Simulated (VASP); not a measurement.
# Hf3C4 (P6/mmm) in VASP: notebook

Hf3C4 is run at these levels: PBE; tasks: single point.

Everything below comes from runs of VASP 6.6.1. Logs are shortened: lines on timing, memory, paths and dates and some standing lists are left out, and cuts for length are marked.

### Step 1. The cell of the first run

It takes space group P6/mmm (No. 191, hexagonal). The conventional cell has a = 3.837 Å, b = 3.837 Å, c = 7.029 Å, α = 90.00°, β = 90.00°, γ = 120.00°. Hf (site symmetry 6/mmm) has 6 Hf at 2.22 Å and 2 C at 2.24 Å within 2.9 Å. Hf (site symmetry -6m2) has 6 Hf at 2.22 Å within 2.9 Å. Within 3.0 Å of C (site symmetry 6mm) lie 1 Hf at 2.24 Å and 7 C at 2.55 to 2.56 Å. C (site symmetry -6m2) has 9 C at 2.22 to 2.56 Å within 2.9 Å.

### Step 2. Single point, PBE

File INCAR:

```
SYSTEM = Hf3C4
PREC = Accurate
ENCUT = 520
EDIFF = 1E-6
ISMEAR = 0
SIGMA = 0.1
LREAL = .FALSE.
LASPH = .TRUE.
NELM = 100
ALGO = Normal
ISIF = 2
LWAVE = .FALSE.
LCHARG = .TRUE.
GGA = PE
LELF = .TRUE.
LVHAR = .TRUE.
NBANDS = 32
```

File KPOINTS:

```
regular mesh
0
G
  6 6 4
  0 0 0
```

File POSCAR:

```
Hf3C4
1.0
    3.8369168300      0.0000000000      0.0000000000
   -1.9184584100      3.3228674500      0.0000000000
    0.0000000000      0.0000000000      7.0288870300
Hf C
3 4
Direct
    0.0000000000      0.0000000000      0.0000000000
    0.6666666700      0.3333333300      0.0000000000
    0.3333333300      0.6666666700      0.0000000000
    0.0000000000      0.0000000000      0.6816656000
    0.0000000000      0.0000000000      0.3183344000
    0.3333333300      0.6666666700      0.5000000000
    0.6666666700      0.3333333300      0.5000000000
```

Potentials or basis: VASP PAW PBE potentials, release 64 (Hf_pv, C).

Started as:

```console
$ cat potpaw_PBE.64/Hf_pv/POTCAR potpaw_PBE.64/C/POTCAR > POTCAR
$ mpirun -np 1 vasp_std > vasp.out
```

OUTCAR:

```text
SYSTEM = Hf3C4
   PREC = Accurate
   ENCUT = 520
   EDIFF = 1E-6
   ISMEAR = 0
   LREAL = .FALSE.
   LASPH = .TRUE.
   NELM = 100
   ISIF = 2
   GGA = PE

 ion  position               nearest neighbor table
   1  0.000  0.000  0.000-   2 2.22   3 2.22   2 2.22   3 2.22   2 2.22   3 2.22   4 2.24   5 2.24

   2  0.667  0.333  0.000-   1 2.22   3 2.22   3 2.22   1 2.22   1 2.22   3 2.22
   3  0.333  0.667  0.000-   1 2.22   2 2.22   2 2.22   1 2.22   1 2.22   2 2.22
   4  0.000  0.000  0.682-   1 2.24
   5  0.000  0.000  0.318-   1 2.24
   6  0.333  0.667  0.500-
   7  0.667  0.333  0.500-

  LATTYP: Found a hexagonal cell.
 ALAT       =     3.8369168300
 C/A-ratio  =     1.8319101876

  Lattice vectors:

 A1 = (   3.8369168300,   0.0000000000,   0.0000000000)
 A2 = (  -1.9184584100,   3.3228674500,   0.0000000000)
 A3 = (   0.0000000000,   0.0000000000,   7.0288870300)

Analysis of symmetry for initial positions (statically):
=====================================================================
 Subroutine PRICEL returns:
 Original cell was already a primitive cell.

 Routine SETGRP: Setting up the symmetry group for a
 hexagonal supercell.

 Subroutine GETGRP returns: Found 24 space group operations
 (whereof 24 operations were pure point group operations)
 out of a pool of 24 trial point group operations.

The static configuration has the point symmetry D_6h.

Analysis of symmetry for dynamics (positions and initial velocities):
=====================================================================
 Subroutine PRICEL returns:
 Original cell was already a primitive cell.

 Routine SETGRP: Setting up the symmetry group for a
 hexagonal supercell.

 Subroutine GETGRP returns: Found 24 space group operations
 (whereof 24 operations were pure point group operations)
 out of a pool of 24 trial point group operations.

The dynamic configuration has the point symmetry D_6h.

 Subroutine INISYM returns: Found 24 space group operations
 (whereof 24 operations are pure point group operations),
 and found     1 'primitive' translations

----------------------------------------------------------------------------------------

                                     Primitive cell

  volume of cell :      89.6153

  direct lattice vectors                    reciprocal lattice vectors
     3.836916830  0.000000000  0.000000000     0.260625926  0.150472448  0.000000000
    -1.918458410  3.322867450  0.000000000     0.000000000  0.300944896  0.000000000
     0.000000000  0.000000000  7.028887030     0.000000000  0.000000000  0.142270034

  length of vectors
     3.836916830  3.836916830  7.028887030     0.300944896  0.300944896  0.142270034

  position of ions in fractional coordinates (direct lattice)
     0.000000000  0.000000000  0.000000000
     0.666666670  0.333333330  0.000000000
     0.333333330  0.666666670  0.000000000
     0.000000000  0.000000000  0.681665600
     0.000000000  0.000000000  0.318334400
     0.333333330  0.666666670  0.500000000
     0.666666670  0.333333330  0.500000000

  ion indices of the primitive-cell ions
   primitive index   ion index
                 1           1
                 2           2
                 3           3
                 4           4
                 5           5
                 6           6
                 7           7

----------------------------------------------------------------------------------------

 KPOINTS: regular mesh

Automatic generation of k-mesh.
 Grid dimensions read from file:
 generate k-points for:    6    6    4

 Generating k-lattice:

  Cartesian coordinates                     Fractional coordinates (reciprocal lattice)
     0.043437654  0.025078741  0.000000000     0.166666667 -0.000000000  0.000000000
     0.000000000  0.050157483  0.000000000     0.000000000  0.166666667  0.000000000
     0.000000000  0.000000000  0.035567509     0.000000000  0.000000000  0.250000000

  Length of vectors
     0.050157483  0.050157483  0.035567509

  Shift w.r.t. Gamma in fractional coordinates (k-lattice)
     0.000000000  0.000000000  0.000000000

 Subroutine IBZKPT returns following result:
 ===========================================

 Found     21 irreducible k-points:

 Following reciprocal coordinates:
            Coordinates               Weight
  0.000000  0.000000  0.000000      1.000000
  0.166667  0.000000  0.000000      6.000000
  0.333333  0.000000  0.000000      6.000000
  0.500000 -0.000000  0.000000      3.000000
  0.166667  0.166667  0.000000      6.000000
  0.333333  0.166667  0.000000     12.000000
[... 13 lines left out ...]
  0.333333  0.166667  0.500000     12.000000
  0.333333  0.333333  0.500000      2.000000
   k-points           NKPTS =     21   k-points in BZ     NKDIM =     21   number of bands    NBANDS=     32
   number of dos      NEDOS =    301   number of ions     NIONS =      7
   total plane-waves  NPLWV =  48600
   dimension x,y,z NGX =    30 NGY =   30 NGZ =   54
   dimension x,y,z NGXF=    60 NGYF=   60 NGZF=  108
   ions per type =               3   4
   NGX,Y,Z   is equivalent  to a cutoff of  13.00, 13.00, 12.77 a.u.
   NGXF,Y,Z  is equivalent  to a cutoff of  26.00, 26.00, 25.54 a.u.
 SYSTEM =  Hf3C4
   PREC   = accura    normal or accurate (medium, high low for compatibility)
   ISTART =      0    job   : 0-new  1-cont  2-samecut
   ICHARG =      2    charge: 1-file 2-atom 10-const
   ISPIN  =      1    spin polarized calculation?
   LNONCOLLINEAR =      F non collinear calculations
   LSORBIT =      F    spin-orbit coupling
   LASPH  =      T    aspherical Exc in radial PAW
   ENCUT  =  520.0 eV  38.22 Ry    6.18 a.u.   7.13  7.13 13.07*2*pi/ulx,y,z
   NELM   =    100;   NELMIN=  2; NELMDL= -5     # of ELM steps
   EDIFF  = 0.1E-05   stopping-criterion for ELM
   LREAL  =      F    real-space projection
[... 7 lines left out ...]
   TEBEG  =    0.0;   TEEND  =   0.0 temperature during run
   PSTRESS=    0.0 pullay stress
   NELECT =      46.0000    total number of electrons
   NUPDOWN=      -1.0000    fix difference up-down
   EMIN   =  10.00;   EMAX   =-10.00  energy-range for DOS
   EFERMI =   0.00;   METHOD = LEGACY
   ISMEAR =     0;   SIGMA  =   0.10  broadening in eV -4-tet -1-fermi 0-gaus
   EFERMI_NEDOS =   21; number of points for ismear=-14 and -15
   IALGO  =     38    algorithm
   IMIX   =      4    mixing-type and parameters
     AMIX     =   0.40;   BMIX     =  1.00
     AMIX_MAG =   1.60;   BMIX_MAG =  1.00
  volume/ion in A,a.u.               =      12.80        86.39
  Fermi-wavevector in a.u.,A,eV,Ry     =   1.310791  2.477036 23.377164  1.718173
  Thomas-Fermi vector in A             =   2.441297
   LORBIT       =      0    0 simple, 1 ext, 2 COOP (PROOUT), +10 PAW based schemes
   GGA     = PE    functional components
   LHFCALC =     F    Hartree Fock is set to
   AEXX    =    0.0000 exact exchange contribution
   IVDW    =     0    specifies the selected vdW correction
   LEPSILON=     F    determine dielectric tensor
   LRPA    =     F    only Hartree local field effects (RPA)
 non-spin polarized calculation
 Gauss-broadening in eV      SIGMA  =   0.10
  energy-cutoff  :      520.00
  volume of cell :       89.62
 maximum number of plane-waves:      2439
 NGX is ok and might be reduce to    30
   NGX = 15   NGY = 15   NGZ = 27

 number of electron      46.0000001 magnetization

 Free energy of the ion-electron system (eV)
  ---------------------------------------------------
  ext. energy  EPLUGINS =         0.00000000
  ---------------------------------------------------
  free energy    TOTEN  =       -26.88232438 eV

  energy without entropy =      -26.84243009  energy(sigma->0) =      -26.86237724

 E-fermi :   4.8866     XC(G=0): -11.5998

 val. band max:        4.8527311237   @ k =   0.3333   0.0000   0.0000
 cond. band min:       4.9249292193   @ k =   0.3333   0.0000   0.5000
 fundamental gap:      0.0721980956
 Fermi energy:         4.8866097509

 k-point     1 :       0.0000    0.0000    0.0000
  band No.  band energies     occupation
      1     -28.5954      2.00000
      2     -28.5954      2.00000
      3     -28.3423      2.00000
      4     -28.3423      2.00000
      5     -26.4921      2.00000
      6     -24.1295      2.00000
[... 24 lines left out ...]
     31       7.4059      0.00000
     32       8.9207      0.00000

 k-point     2 :       0.1667    0.0000    0.0000
  band No.  band energies     occupation
      1     -29.7301      2.00000
      2     -29.3375      2.00000
      3     -26.8511      2.00000
      4     -26.5638      2.00000
      5     -26.3255      2.00000
      6     -24.2441      2.00000
[... 24 lines left out ...]
     31       7.2686      0.00000
     32       8.0979      0.00000

 k-point     3 :       0.3333    0.0000    0.0000
  band No.  band energies     occupation
      1     -30.5177      2.00000
      2     -28.8967      2.00000
      3     -25.8674      2.00000
      4     -25.0697      2.00000
      5     -24.7382      2.00000
      6     -24.5974      2.00000
[... 24 lines left out ...]
     31       8.5881      0.00000
     32       8.7990      0.00000

 k-point     4 :       0.5000   -0.0000    0.0000
  band No.  band energies     occupation
      1     -30.7862      2.00000
      2     -27.3435      2.00000
      3     -27.0942      2.00000
      4     -25.3509      2.00000
      5     -25.0773      2.00000
      6     -24.1591      2.00000
[... 549 lines left out ...]
     31       8.2270      0.00000
     32       8.7300      0.00000

 k-point    20 :       0.3333    0.1667    0.5000
  band No.  band energies     occupation
      1     -30.2135      2.00000
      2     -28.7348      2.00000
      3     -26.6283      2.00000
      4     -25.4815      2.00000
      5     -24.8368      2.00000
      6     -24.2726      2.00000
[... 24 lines left out ...]
     31       8.4094      0.00000
     32       8.6039      0.00000

 k-point    21 :       0.3333    0.3333    0.5000
  band No.  band energies     occupation
      1     -28.9116      2.00000
      2     -28.7289      2.00000
      3     -28.7289      2.00000
      4     -25.0569      2.00000
      5     -25.0569      2.00000
      6     -24.5138      2.00000
[... 24 lines left out ...]
     31       8.2660      0.00000
     32       8.2660      0.00000

------------------------ aborting loop because EDIFF is reached ----------------------------------------

  FORCE on cell =-STRESS in cart. coord.  units (eV):
  Direction    XX          YY          ZZ          XY          YZ          ZX
  --------------------------------------------------------------------------------------
  -------------------------------------------------------------------------------------
  Total       68.9712860     68.9712862     -5.2251627      0.0000001     -0.0000000      0.0000000
  in kB     1233.0961454   1233.0961476    -93.4175420      0.0000019     -0.0000000      0.0000000
  external PRESSURE =     790.9249170 kB  Pullay stress =       0.0000000 kB

 VOLUME and BASIS-vectors are now :
 -----------------------------------------------------------------------------
  energy-cutoff  :      520.00
  volume of cell :       89.62
      direct lattice vectors                 reciprocal lattice vectors
     3.836916830  0.000000000  0.000000000     0.260625926  0.150472448  0.000000000
    -1.918458410  3.322867450  0.000000000     0.000000000  0.300944896  0.000000000
     0.000000000  0.000000000  7.028887030     0.000000000  0.000000000  0.142270034

 POSITION                                       TOTAL-FORCE (eV/Angst)
 -----------------------------------------------------------------------------------
      0.00000      0.00000      0.00000        -0.000000      0.000000      0.000000
      1.91846      1.10762      0.00000        -0.000000      0.000000      0.000000
     -0.00000      2.21524      0.00000         0.000000      0.000000      0.000000
      0.00000      0.00000      4.79135        -0.000000     -0.000000     -0.383130
      0.00000      0.00000      2.23754        -0.000000      0.000000      0.383130
     -0.00000      2.21524      3.51444        -0.000000     -0.000000      0.000000
      1.91846      1.10762      3.51444         0.000000      0.000000      0.000000
 -----------------------------------------------------------------------------------
    total drift:                               -0.000000      0.000000     -0.000000

  FREE ENERGIE OF THE ION-ELECTRON SYSTEM (eV)
  ---------------------------------------------------
  free  energy   TOTEN  =       -26.8823243822 eV

  energy  without entropy=      -26.8424300902  energy(sigma->0) =      -26.86237724
```

Wall time 59 s (1 thread of AMD EPYC 9R45 (Zen 5), shared host); peak memory 0.2 GiB.

What came out:

```
Free energy            : -26.8823 eV
Pressure               : 79.1 GPa
Largest force          : 0.383 eV/Å
Band gap on the k mesh : zero (band 23 reaches 5.02 eV, above the bottom of band 24 at 3.84 eV)
```

Forces in eV/Å, atoms in the order of the input:
```
Hf   0.000  0.000  0.000
Hf   0.000  0.000  0.000
Hf   0.000  0.000  0.000
C    0.000  0.000 -0.383
C    0.000  0.000  0.383
C    0.000  0.000  0.000
C    0.000  0.000  0.000
```

Stress tensor (GPa, compression positive):
```
123.31   0.00   0.00
  0.00 123.31   0.00
  0.00   0.00  -9.34
```

Caveat: spin-orbit coupling is left out, which moves the levels of the heavy elements.

### Step 3. Single point, PBE

This run uses another cell than the first one, of 18.27 Å³/atom, 1.427 times its volume.

File INCAR:

```
SYSTEM = Hf3C4
PREC = Accurate
ENCUT = 520
EDIFF = 1E-6
ISMEAR = 0
SIGMA = 0.1
LREAL = .False.
LASPH = .True.
NELM = 60
ALGO = Normal
ISIF = 2
LWAVE = .False.
LCHARG = .True.
GGA = PE
LELF = .True.
LVHAR = .True.
NBANDS = 32
```

File KPOINTS:

```
Automatic mesh
0
Gamma
  6 6 4
  0 0 0
```

File POSCAR:

```
Hf3C4
1.0
    5.3019438202     -0.0000000040      0.0000000000
   -2.6509719067      4.5916180398      0.0000000000
    0.0000000000      0.0000000000      5.2541324529
Hf C
3 4
Direct
    0.0000000000      0.0000000000      0.0000000000
    0.6666666667      0.3333333333      0.0000000000
    0.3333333333      0.6666666667      0.0000000000
    0.0000000000      0.0000000000      0.6184405539
    0.0000000000      0.0000000000      0.3815594461
    0.3333333333      0.6666666667      0.5000000000
    0.6666666667      0.3333333333      0.5000000000
```

Potentials or basis: VASP PAW PBE potentials, release 64 (Hf_pv, C).

Started as:

```console
$ cat potpaw_PBE.64/Hf_pv/POTCAR potpaw_PBE.64/C/POTCAR > POTCAR
$ mpirun -np 1 vasp_std > vasp.out
```

OUTCAR:

```text
SYSTEM = Hf3C4
   PREC = Accurate
   ENCUT = 520
   EDIFF = 1E-6
   ISMEAR = 0
   LREAL = .False.
   LASPH = .True.
   NELM = 60
   ISIF = 2
   GGA = PE

 ion  position               nearest neighbor table
   1  0.000  0.000  0.000-   4 2.00   5 2.00   2 3.06   3 3.06   2 3.06   3 3.06   2 3.06   3 3.06

   2  0.667  0.333  0.000-   7 2.63   7 2.63   3 3.06   1 3.06   3 3.06   1 3.06   1 3.06   3 3.06

[... 945 lines left out ...]
  -------------------------------------------------------------------------------------
  Total        0.0592303      0.0592303      0.0656372     -0.0000000     -0.0000000      0.0000000
  in kB        0.7419123      0.7419123      0.8221639     -0.0000000     -0.0000000      0.0000000
  external PRESSURE =       0.7686628 kB  Pullay stress =       0.0000000 kB

 VOLUME and BASIS-vectors are now :
 -----------------------------------------------------------------------------
  energy-cutoff  :      520.00
  volume of cell :      127.91
      direct lattice vectors                 reciprocal lattice vectors
     5.301943820 -0.000000004  0.000000000     0.188610071  0.108894075  0.000000000
    -2.650971907  4.591618040  0.000000000     0.000000000  0.217788150  0.000000000
     0.000000000  0.000000000  5.254132453     0.000000000  0.000000000  0.190326378

 POSITION                                       TOTAL-FORCE (eV/Angst)
 -----------------------------------------------------------------------------------
      0.00000      0.00000      0.00000        -0.000000     -0.000000     -0.000000
      2.65097      1.53054      0.00000        -0.000000     -0.000000      0.000000
      0.00000      3.06108      0.00000         0.000000      0.000000     -0.000000
      0.00000      0.00000      3.24937        -0.000000     -0.000000     -0.047651
      0.00000      0.00000      2.00476        -0.000000      0.000000      0.047651
      0.00000      3.06108      2.62707         0.000000     -0.000000     -0.000000
      2.65097      1.53054      2.62707         0.000000      0.000000      0.000000
 -----------------------------------------------------------------------------------
    total drift:                                0.000000     -0.000000     -0.000000

  FREE ENERGIE OF THE ION-ELECTRON SYSTEM (eV)
  ---------------------------------------------------
  free  energy   TOTEN  =       -51.1553774168 eV

  energy  without entropy=      -51.1236513801  energy(sigma->0) =      -51.13951440
```

OSZICAR:

```text
N       E                     dE             d eps       ncg     rms          rms(c)
DAV:   1     0.187293951594E+03    0.18729E+03   -0.23682E+04  1368   0.131E+03
DAV:   2    -0.438830339403E+02   -0.23118E+03   -0.21908E+03  1712   0.312E+02
DAV:   3    -0.579682508441E+02   -0.14085E+02   -0.13516E+02  1768   0.564E+01
DAV:   4    -0.583457442825E+02   -0.37749E+00   -0.37431E+00  1688   0.975E+00
DAV:   5    -0.583565033126E+02   -0.10759E-01   -0.10745E-01  1808   0.145E+00    0.758E+01
DAV:   6    -0.522288860480E+02    0.61276E+01   -0.38195E+01  1632   0.226E+01    0.626E+01
DAV:   7    -0.522404615524E+02   -0.11576E-01   -0.13977E+01  1776   0.114E+01    0.308E+01
DAV:   8    -0.524377763166E+02   -0.19731E+00   -0.12723E+01  1856   0.997E+00    0.178E+01
DAV:   9    -0.511426321931E+02    0.12951E+01   -0.29347E+00  1832   0.565E+00    0.306E+00
DAV:  10    -0.511576945096E+02   -0.15062E-01   -0.34959E-01  1576   0.197E+00    0.192E+00
DAV:  11    -0.511570061152E+02    0.68839E-03   -0.27896E-02  1816   0.606E-01    0.845E-01
DAV:  12    -0.511553965917E+02    0.16095E-02   -0.50433E-03  1752   0.267E-01    0.247E-01
DAV:  13    -0.511553900560E+02    0.65357E-05   -0.47502E-04  1752   0.864E-02    0.193E-01
DAV:  14    -0.511553785208E+02    0.11535E-04   -0.66970E-05  1768   0.412E-02    0.561E-02
DAV:  15    -0.511553780374E+02    0.48342E-06   -0.14868E-05  1872   0.151E-02    0.263E-02
DAV:  16    -0.511553774168E+02    0.62058E-06   -0.11655E-06  1048   0.495E-03
   1 F= -.51155377E+02 E0= -.51139514E+02  d E =-.317260E-01
```

It took 51 s on 1 thread of AMD EPYC 9R45 (Zen 5), shared host; peak memory 0.24 GiB.

Results:

```yaml
Free_energy: -51.1554 eV
Pressure: 0.1 GPa
Largest_force: 0.048 eV/Å
Band_gap_on_the_k_mesh: zero (band 23 reaches 3.16 eV, above the bottom of band 24 at 2.24 eV)
```

Forces on the atoms (eV/Å):
```
Hf   0.000  0.000  0.000
Hf   0.000  0.000  0.000
Hf   0.000  0.000  0.000
C    0.000  0.000 -0.048
C    0.000  0.000  0.048
C    0.000  0.000  0.000
C    0.000  0.000  0.000
```

Caveat: spin-orbit coupling is left out, which moves the levels of the heavy elements.
